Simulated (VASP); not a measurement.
BeZn2O3:

```
Be Zn O
1.0
     2.34392    1.35326    3.74532
    -2.34392    1.35326    3.74532
     0.00000   -2.70652    3.74532
Be Zn O
1 2 3
Direct
  0.00000 0.00000 0.00000
  0.61888 0.61888 0.61888
  0.38112 0.38112 0.38112
  0.00000 0.50000 0.00000
  0.50000 0.00000 0.00000
  0.00000 0.00000 0.50000
```

```yaml
Program: VASP 6.6.1
Task: relaxation of cell and atoms
Functional: PBE
Potentials_or_basis: VASP PAW PBE potentials, release 64 (Be, Zn, O)
Cutoff: 600 eV
k_mesh: 3 × 3 × 3
Occupations: gaussian, width 0.15 eV
Spin: no spin polarisation
```

At the start: pressure -15.7 GPa; volume 11.88 Å³/atom.

Task: How do energy, volume and symmetry change on relaxing?

Result: Over 24 steps the energy falls by 1332.0 meV/atom and the volume is 10.00 Å³/atom (-15.9 %); space group R-3m (No. 166, to 0.05 Å).

Step by step:
```tsv
step	energy change (eV)	largest force (eV/Å)	pressure (GPa)	volume (Å³)
1	0.0000	0.0272	-15.70	71.28
2	-2.0788	1.1707	-2.64	59.67
3	27.3870	85.4835	549.46	29.49
4	-2.4606	1.7159	1.60	57.56
5	-2.2281	12.3819	80.15	42.78
6	-3.2705	3.6466	15.66	52.46
7	-3.4289	6.2632	36.17	48.19
8	-3.4545	5.0613	26.85	49.88
9	-4.0275	5.8029	33.45	48.39
10	-4.3414	8.1800	70.67	43.64
11	-4.5762	7.5307	52.00	45.50
12	-5.8275	4.3205	43.80	46.60
13	-6.9192	0.0186	38.35	48.60
14	-6.9809	1.0498	38.70	49.20
15	-7.5432	0.1351	22.21	52.12
16	-7.8897	0.8577	4.22	56.64
17	-7.9013	1.0186	1.30	57.60
18	-7.9015	1.0464	0.80	57.78
19	-7.9278	0.8242	0.56	58.06
20	-7.9739	0.3013	0.26	58.90
21	-7.9591	0.5333	0.86	60.62
22	-7.9834	0.0361	0.33	59.58
23	-7.9899	0.0363	0.15	59.78
24	-7.9923	0.0401	-0.05	59.98
```

Final structure:
```xyz
6
Lattice="2.6433 1.5261 2.4782 -2.6433 1.5261 2.4782 0.0000 -3.0522 2.4782" Properties=species:S:1:pos:R:3 pbc="T T T"
Be    0.0000    0.0000    0.0000
Zn    0.0000    0.0000    4.9664
Zn    0.0000    0.0000    2.4681
O    -1.3216    0.7631    1.2391
O     1.3216    0.7631    1.2391
O     0.0000   -1.5261    1.2391
```

Caveat: the k points lie up to 0.54 Å⁻¹ apart in the final cell; the volume moved by over 15 % at a fixed basis, so the end points are rough; the relaxation stopped at a loose force limit of 0.08 eV/Å, so its end isn't a converged minimum.
